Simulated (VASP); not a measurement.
# BaS (Fm-3m) in VASP: notebook

The runs below take BaS through single point, with PBE.

Everything below comes from runs of VASP 6.6.1. Logs are shortened: lines on timing, memory, paths and dates and some standing lists are left out, and cuts for length are marked.

## Step 1: The cell of the first run

It takes space group Fm-3m (No. 225, cubic). Conventional cell: a = 6.315 Å, b = 6.315 Å, c = 6.315 Å, α = 90.00°, β = 90.00°, γ = 90.00°. Within 4.2 Å of Ba (site symmetry m-3m) lie 6 S at 3.16 Å. Within 4.2 Å of S (site symmetry m-3m) lie 6 Ba at 3.16 Å.

## Step 2: Single point, PBE (volume changed by -5%)

Contents of INCAR:

```
PREC = Accurate
ENCUT = 500
EDIFF = 1E-6
ISMEAR = 0
SIGMA = 0.01
LREAL = F
LASPH = T
NELM = 120
ALGO = Normal
ISIF = 2
LWAVE = F
LCHARG = F
GGA = PE
NBANDS = 15
GGA_COMPAT = F
```

Contents of KPOINTS:

```
Automatic mesh
0
Gamma
  4 4 4
```

Contents of POSCAR:

```
BaS
1.0
    0.0000000000      3.1573481374      3.1573481374
    3.1573481374      0.0000000000      3.1573481374
    3.1573481374      3.1573481374      0.0000000000
Ba S
1 1
Direct
    0.0000000000      0.0000000000      0.0000000000
    0.5000000000      0.5000000000      0.5000000000
```

Potentials or basis: VASP PAW PBE potentials, release 64 (Ba_sv, S).

Run with:

```
cat potpaw_PBE.64/Ba_sv/POTCAR potpaw_PBE.64/S/POTCAR > POTCAR
mpirun -np 1 vasp_std > vasp.out
```

OUTCAR:

```text
PREC = Accurate
   ENCUT = 500
   EDIFF = 1E-6
   ISMEAR = 0
   LREAL = F
   LASPH = T
   NELM = 120
   ISIF = 2
   GGA = PE

 ion  position               nearest neighbor table
   1  0.000  0.000  0.000-   2 3.16   2 3.16   2 3.16   2 3.16   2 3.16   2 3.16
   2  0.500  0.500  0.500-   1 3.16   1 3.16   1 3.16   1 3.16   1 3.16   1 3.16

  LATTYP: Found a face centered cubic cell.
 ALAT       =     6.3146962748

  Lattice vectors:

 A1 = (   0.0000000000,   3.1573481374,   3.1573481374)
 A2 = (   3.1573481374,   0.0000000000,   3.1573481374)
 A3 = (   3.1573481374,   3.1573481374,   0.0000000000)

Analysis of symmetry for initial positions (statically):
=====================================================================
 Subroutine PRICEL returns:
 Original cell was already a primitive cell.

 Routine SETGRP: Setting up the symmetry group for a
 face centered cubic supercell.

 Subroutine GETGRP returns: Found 48 space group operations
 (whereof 48 operations were pure point group operations)
 out of a pool of 48 trial point group operations.

The static configuration has the point symmetry O_h .

Analysis of symmetry for dynamics (positions and initial velocities):
=====================================================================
 Subroutine PRICEL returns:
 Original cell was already a primitive cell.

 Routine SETGRP: Setting up the symmetry group for a
 face centered cubic supercell.

 Subroutine GETGRP returns: Found 48 space group operations
 (whereof 48 operations were pure point group operations)
 out of a pool of 48 trial point group operations.

The dynamic configuration has the point symmetry O_h .

 Subroutine INISYM returns: Found 48 space group operations
 (whereof 48 operations are pure point group operations),
 and found     1 'primitive' translations

----------------------------------------------------------------------------------------

                                     Primitive cell

  volume of cell :      62.9502

  direct lattice vectors                    reciprocal lattice vectors
     0.000000000  3.157348137  3.157348137    -0.158360744  0.158360744  0.158360744
     3.157348137  0.000000000  3.157348137     0.158360744 -0.158360744  0.158360744
     3.157348137  3.157348137  0.000000000     0.158360744  0.158360744 -0.158360744

  length of vectors
     4.465164557  4.465164557  4.465164557     0.274288854  0.274288854  0.274288854

  position of ions in fractional coordinates (direct lattice)
     0.000000000  0.000000000  0.000000000
     0.500000000  0.500000000  0.500000000

  ion indices of the primitive-cell ions
   primitive index   ion index
                 1           1
                 2           2

----------------------------------------------------------------------------------------

 KPOINTS: Automatic mesh

Automatic generation of k-mesh.
 Grid dimensions read from file:
 generate k-points for:    4    4    4

 Generating k-lattice:

  Cartesian coordinates                     Fractional coordinates (reciprocal lattice)
    -0.039590186  0.039590186  0.039590186     0.250000000  0.000000000  0.000000000
     0.039590186 -0.039590186  0.039590186     0.000000000  0.250000000  0.000000000
     0.039590186  0.039590186 -0.039590186     0.000000000  0.000000000  0.250000000

  Length of vectors
     0.068572214  0.068572214  0.068572214

  Shift w.r.t. Gamma in fractional coordinates (k-lattice)
     0.000000000  0.000000000  0.000000000

 Subroutine IBZKPT returns following result:
 ===========================================

 Found      8 irreducible k-points:

 Following reciprocal coordinates:
            Coordinates               Weight
  0.000000  0.000000  0.000000      1.000000
  0.250000  0.000000  0.000000      8.000000
  0.500000  0.000000  0.000000      4.000000
  0.250000  0.250000  0.000000      6.000000
  0.500000  0.250000  0.000000     24.000000
 -0.250000  0.250000  0.000000     12.000000
  0.500000  0.500000  0.000000      3.000000
 -0.250000  0.500000  0.250000      6.000000
   k-points           NKPTS =      8   k-points in BZ     NKDIM =      8   number of bands    NBANDS=     15
   number of dos      NEDOS =    301   number of ions     NIONS =      2
   total plane-waves  NPLWV =  46656
   dimension x,y,z NGX =    36 NGY =   36 NGZ =   36
   dimension x,y,z NGXF=    72 NGYF=   72 NGZF=   72
   ions per type =               1   1
   NGX,Y,Z   is equivalent  to a cutoff of  13.40, 13.40, 13.40 a.u.
   NGXF,Y,Z  is equivalent  to a cutoff of  26.81, 26.81, 26.81 a.u.
 SYSTEM =  unknown system
   PREC   = accura    normal or accurate (medium, high low for compatibility)
   ISTART =      0    job   : 0-new  1-cont  2-samecut
   ICHARG =      2    charge: 1-file 2-atom 10-const
   ISPIN  =      1    spin polarized calculation?
   LNONCOLLINEAR =      F non collinear calculations
   LSORBIT =      F    spin-orbit coupling
   LASPH  =      T    aspherical Exc in radial PAW
   ENCUT  =  500.0 eV  36.75 Ry    6.06 a.u.   8.14  8.14  8.14*2*pi/ulx,y,z
   NELM   =    120;   NELMIN=  2; NELMDL= -5     # of ELM steps
   EDIFF  = 0.1E-05   stopping-criterion for ELM
   LREAL  =      F    real-space projection
   EDIFFG = 0.1E-04   stopping-criterion for IOM
   NSW    =      0    number of steps for IOM
   IBRION =     -1    ionic relax: 0-MD 1-quasi-New 2-CG
   NFREE  =      0    steps in history (QN), initial steepest desc. (CG)
   ISIF   =      2    stress and relaxation
   ISYM   =      2    0-nonsym 1-usesym 2-fastsym
   POTIM  = 0.5000    time-step for ionic-motion
   TEBEG  =    0.0;   TEEND  =   0.0 temperature during run
   PSTRESS=    0.0 pullay stress
   NELECT =      16.0000    total number of electrons
   NUPDOWN=      -1.0000    fix difference up-down
   EMIN   =  10.00;   EMAX   =-10.00  energy-range for DOS
   EFERMI =   0.00;   METHOD = LEGACY
   ISMEAR =     0;   SIGMA  =   0.01  broadening in eV -4-tet -1-fermi 0-gaus
   EFERMI_NEDOS =   21; number of points for ismear=-14 and -15
   IALGO  =     38    algorithm
   IMIX   =      4    mixing-type and parameters
     AMIX     =   0.40;   BMIX     =  1.00
     AMIX_MAG =   1.60;   BMIX_MAG =  1.00
  volume/ion in A,a.u.               =      31.48       212.40
  Fermi-wavevector in a.u.,A,eV,Ry     =   1.037009  1.959662 14.631526  1.075387
  Thomas-Fermi vector in A             =   2.171426
   LORBIT       =      0    0 simple, 1 ext, 2 COOP (PROOUT), +10 PAW based schemes
   GGA     = PE    functional components
   LHFCALC =     F    Hartree Fock is set to
   AEXX    =    0.0000 exact exchange contribution
   IVDW    =     0    specifies the selected vdW correction
   LEPSILON=     F    determine dielectric tensor
   LRPA    =     F    only Hartree local field effects (RPA)
 non-spin polarized calculation
 Gauss-broadening in eV      SIGMA  =   0.01
  energy-cutoff  :      500.00
  volume of cell :       62.95
 maximum number of plane-waves:      1639
 NGX is ok and might be reduce to    36
   NGX = 17   NGY = 17   NGZ = 17

 number of electron      15.9999998 magnetization

 Free energy of the ion-electron system (eV)
  ---------------------------------------------------
  ext. energy  EPLUGINS =         0.00000000
  ---------------------------------------------------
  free energy    TOTEN  =       -10.14715180 eV

  energy without entropy =      -10.14715180  energy(sigma->0) =      -10.14715180

 E-fermi :   1.7845     XC(G=0):  -8.7679

 val. band max:        1.6437705009   @ k =   0.0000   0.0000   0.0000
 cond. band min:       3.6830527179   @ k =   0.5000   0.5000   0.0000
 fundamental gap:      2.0392822170
 Fermi energy:         1.7844575298

 k-point     1 :       0.0000    0.0000    0.0000
  band No.  band energies     occupation
      1     -24.3340      2.00000
      2      -9.3844      2.00000
      3      -9.3844      2.00000
      4      -9.3844      2.00000
      5      -8.7696      2.00000
      6       1.6438      2.00000
      7       1.6438      2.00000
      8       1.6438      2.00000
      9       5.4109      0.00000
     10       5.5071      0.00000
     11       5.5071      0.00000
     12       5.5071      0.00000
     13       6.4697      0.00000
     14       6.4697      0.00000
     15      10.4322      0.00000

 k-point     2 :       0.2500    0.0000    0.0000
  band No.  band energies     occupation
      1     -24.3075      2.00000
      2     -10.2357      2.00000
      3      -9.4056      2.00000
      4      -9.4056      2.00000
      5      -7.8699      2.00000
      6       0.4526      2.00000
      7       0.9740      2.00000
      8       0.9740      2.00000
      9       5.7682      0.00000
     10       6.4303      0.00000
     11       6.4303      0.00000
     12       7.2318      0.00000
     13       8.1512      0.00000
     14       8.1512      0.00000
     15      12.4146      0.00000

 k-point     3 :       0.5000    0.0000    0.0000
  band No.  band energies     occupation
      1     -24.2807      2.00000
      2     -10.6803      2.00000
      3      -9.4263      2.00000
      4      -9.4263      2.00000
      5      -7.3687      2.00000
      6      -0.3703      2.00000
      7       0.4873      2.00000
      8       0.4873      2.00000
      9       7.2998      0.00000
     10       7.4354      0.00000
     11       8.0751      0.00000
     12       8.0751      0.00000
     13      10.7134      0.00000
     14      10.7134      0.00000
     15      10.8568      0.00000
[... 55 lines left out ...]
 k-point     7 :       0.5000    0.5000    0.0000
  band No.  band energies     occupation
      1     -24.2652      2.00000
      2      -9.9337      2.00000
      3      -9.6013      2.00000
      4      -9.6013      2.00000
      5      -8.6838      2.00000
      6       1.1622      2.00000
      7       1.5265      2.00000
      8       1.5265      2.00000
      9       3.6831      0.00000
     10       7.6584      0.00000
     11       7.8769      0.00000
     12       9.3165      0.00000
     13       9.3165      0.00000
     14       9.4800      0.00000
     15      10.4001      0.00000

 k-point     8 :      -0.2500    0.5000    0.2500
  band No.  band energies     occupation
      1     -24.2646      2.00000
      2     -10.0190      2.00000
      3      -9.7715      2.00000
      4      -9.7715      2.00000
      5      -8.0388      2.00000
      6       0.4677      2.00000
      7       1.1709      2.00000
      8       1.1709      2.00000
      9       5.9552      0.00000
     10       5.9552      0.00000
     11       8.1103      0.00000
     12       8.6763      0.00000
     13       9.3436      0.00000
     14      11.5013      0.00000
     15      12.5405      0.00000

------------------------ aborting loop because EDIFF is reached ----------------------------------------

  FORCE on cell =-STRESS in cart. coord.  units (eV):
  Direction    XX          YY          ZZ          XY          YZ          ZX
  --------------------------------------------------------------------------------------
  -------------------------------------------------------------------------------------
  Total        1.2740288      1.2740288      1.2740288     -0.0000000     -0.0000000      0.0000000
  in kB       32.4259295     32.4259295     32.4259295     -0.0000000     -0.0000000      0.0000000
  external PRESSURE =      32.4259295 kB  Pullay stress =       0.0000000 kB

 VOLUME and BASIS-vectors are now :
 -----------------------------------------------------------------------------
  energy-cutoff  :      500.00
  volume of cell :       62.95
      direct lattice vectors                 reciprocal lattice vectors
     0.000000000  3.157348137  3.157348137    -0.158360744  0.158360744  0.158360744
     3.157348137  0.000000000  3.157348137     0.158360744 -0.158360744  0.158360744
     3.157348137  3.157348137  0.000000000     0.158360744  0.158360744 -0.158360744

 POSITION                                       TOTAL-FORCE (eV/Angst)
 -----------------------------------------------------------------------------------
      0.00000      0.00000      0.00000        -0.000000      0.000000      0.000000
      3.15735      3.15735      3.15735         0.000000     -0.000000     -0.000000
 -----------------------------------------------------------------------------------
    total drift:                                0.000000      0.000000      0.000000

  FREE ENERGIE OF THE ION-ELECTRON SYSTEM (eV)
  ---------------------------------------------------
  free  energy   TOTEN  =       -10.1471518003 eV

  energy  without entropy=      -10.1471518003  energy(sigma->0) =      -10.14715180
```

Wall time 16 s (1 thread of Intel Xeon 8259CL, shared host); peak memory 0.2 GiB.

Results:

| Quantity | Value |
| --- | --- |
| Free energy | -10.1472 eV |
| Pressure | 3.2 GPa |
| Band gap on the k mesh | 2.04 eV, indirect (least direct gap 2.16 eV) |

Caveat: the k points lie up to 0.43 Å⁻¹ apart; spin-orbit coupling is left out, which moves the levels of the heavy elements. A k mesh can miss the band edges.

(Continued in part 2 of 2.)
